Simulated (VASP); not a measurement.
Set up this calculation in VASP 6.6.1, as the native input.

| Property | Result |
| --- | --- |
| Task | single point |
| Functional | PBE |
| Potentials or basis | VASP PAW PBE potentials, release 64 (Ru_pv) |
| Cutoff | 520 eV |
| k mesh | 15 × 15 × 15 |
| Occupations | fermi-dirac, width 0.1 eV |
| Spin | no spin polarisation |
| Dipole correction | no |
| Further INCAR settings | ALGO = Normal; EDIFF = 1e-07; NBANDS = 13 |

The structure of Ru lies in POSCAR:

```
Ru
1.0
    2.5121183175      0.0000000000      0.0000000000
    0.0000000000      2.5121183175      0.0000000000
    0.0000000000      0.0000000000      2.5121183175
Ru
1
Direct
    0.0000000000      0.0000000000      0.0000000000
```

These files were run (other wordings do the same):

INCAR

```
SYSTEM = Ru
ALGO = Normal
EDIFF = 1E-7
ENCUT = 520
GGA = PE
ISIF = 2
ISMEAR = -1
LASPH = .TRUE.
LCHARG = .FALSE.
LREAL = .FALSE.
LWAVE = .FALSE.
NBANDS = 13
NELM = 60
PREC = Accurate
SIGMA = 0.1
```

KPOINTS

```
k-points
0
G
  15 15 15
  0 0 0
```

Potentials or basis: VASP PAW PBE potentials, release 64 (Ru_pv).

Command:

```bash
$ cat potpaw_PBE.64/Ru_pv/POTCAR > POTCAR
$ mpirun -np 1 vasp_std > vasp.out
```

It gave:

```yaml
Pressure: 0.1 GPa
Band_gap_on_the_k_mesh: zero (band 7 reaches 13.95 eV, above the bottom of band 8 at 9.42 eV)
```

Run time: 10 s on 1 thread of Intel(R) Xeon(R) Platinum 8488C (Sapphire Rapids), on a shared host, peak memory 0.14 GiB.
